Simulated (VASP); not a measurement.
Here is a VASP 6.6.1 calculation.

The input INCAR:

```
ALGO = Normal ; EDIFF = 1E-7
ENCUT = 520 ; GGA = PS
ISIF = 2 ; ISMEAR = 0
IVDW = 12 ; LASPH = T
LCHARG = T ; LELF = T
LREAL = F ; LVHAR = T
LWAVE = F ; NBANDS = 19
NELM = 100 ; PREC = Accurate
SIGMA = 0.05
```

File KPOINTS:

```
k-points
0
Gamma
  9 9 9
```

File POSCAR:

```
NaHF2
1.0
    1.5939000000      0.9202385941      3.9112000000
   -1.5939000000      0.9202385941      3.9112000000
    0.0000000000     -1.8404771881      3.9112000000
Na H F
1 1 2
Direct
    0.0000000000      0.0000000000      0.0000000000
    0.5000000000      0.5000000000      0.5000000000
    0.4168825606      0.4168825606      0.4168825606
    0.5831174394      0.5831174394      0.5831174394
```

Potentials or basis: VASP PAW PBE potentials, release 64 (Na_pv, H, F).

The run is started by

```sh
$ cat potpaw_PBE.64/Na_pv/POTCAR potpaw_PBE.64/H/POTCAR potpaw_PBE.64/F/POTCAR > POTCAR
$ mpirun -np 1 vasp_std > vasp.out
```

Estimate the dispersion energy per atom.

-0.097 eV.

Predict the band gap on the k mesh.

7.58 eV.

Stress tensor (GPa, compression positive):
```
15.86  0.00  0.00
 0.00 15.86  0.00
 0.00  0.00 90.76
```

Caveat: the cell stands under pressure; the PAW data sets were made with another functional, which shifts forces and pressure a little; an odd mesh through Γ misses points on the zone boundary, where band edges can lie.
